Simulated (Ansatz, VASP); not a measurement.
# Two plane-wave programs on WC

POSCAR

```
WC
1.0
    0.0000000000      2.1926840000      2.1926840000
    2.1926840000      0.0000000000      2.1926840000
    2.1926840000      2.1926840000      0.0000000000
W C
1 1
Direct
   -0.0057007759     -0.0057007759      0.0057007759
    0.5000000000      0.5000000000      0.5000000000
```

Contents of INCAR.step1:

```
SYSTEM = WC
PREC = Accurate ; ENCUT = 520
ISMEAR = 0 ; SIGMA = 0.15
LREAL = .False. ; LASPH = .True.
NELM = 60 ; NBANDS = 16
GGA = PE ; ALGO = Normal
EDIFF = 1E-4 ; LWAVE = .True.
LCHARG = .False.
```

Contents of INCAR.step2:

```
SYSTEM = WC
PREC = Accurate ; ENCUT = 520
EDIFF = 1E-6 ; ISMEAR = 0
SIGMA = 0.15 ; LREAL = .False.
LASPH = .True. ; NELM = 60
ALGO = Normal ; ISIF = 2
LWAVE = .False. ; LCHARG = .False.
METAGGA = R2SCAN ; LMIXTAU = .True.
NBANDS = 16 ; ISTART = 1
```

KPOINTS

```
regular mesh
0
Gamma
  18 18 18
  0 0 0
```

Input for Ansatz:

```yaml
crystal:
  lattice:
    - [0.0, 2.192684, 2.192684]
    - [2.192684, 0.0, 2.192684]
    - [2.192684, 2.192684, 0.0]
  atoms:
    - { symbol: W, position: [-0.0057007759, -0.0057007759, 0.0057007759] }
    - { symbol: C, position: [0.5, 0.5, 0.5] }
basis:
  ecutwfc: 500
kpoints:
  mp_grid: { grid: [18, 18, 18] }
hamiltonian:
  xc: r2scan
scf:
  occupations: { method: gaussian, width: 0.15 }
output:
  forces: true
  stress: true
  eigenvalues: true
```

Change from the starting cell: all W atoms moved +0.025 Å, as atom 1 towards its neighbour atom 2 (C) at 2.193 Å.

Alike in both runs: task single point; functional r2SCAN; k mesh 18 × 18 × 18; occupations gaussian, width 0.15 eV; no spin polarisation.

|  | VASP | Ansatz |
| --- | --- | --- |
| version | VASP 6.6.1 | Ansatz 0.2.0 |
| potentials or method | VASP PAW PBE potentials, release 64 (W_sv, C), cutoff 520 eV | scalar-relativistic, plane waves, PAW |
| valence electrons in the cell | 18 | 18 |

```tsv
	VASP	Ansatz	Ansatz less VASP
gap on the k mesh at the Fermi level (eV)	none	none	-
pressure (GPa)	-3.6	-5.1	-1.59
traceless stress, the component that is largest in VASP (GPa)	0.23	0.22	-0.007
rms of the force components (eV/Å)	0.076	0.075	-0.0010
```

VASP's potentials were made for PBE, not for r2SCAN. Atom by atom the forces differ by 0.001 eV/Å (rms over components). A gap of «none» marks a metal or a gap that the smearing closes. With one functional, cell and mesh, what is left measures potentials, basis and numerics.

Spin-orbit coupling is off throughout.
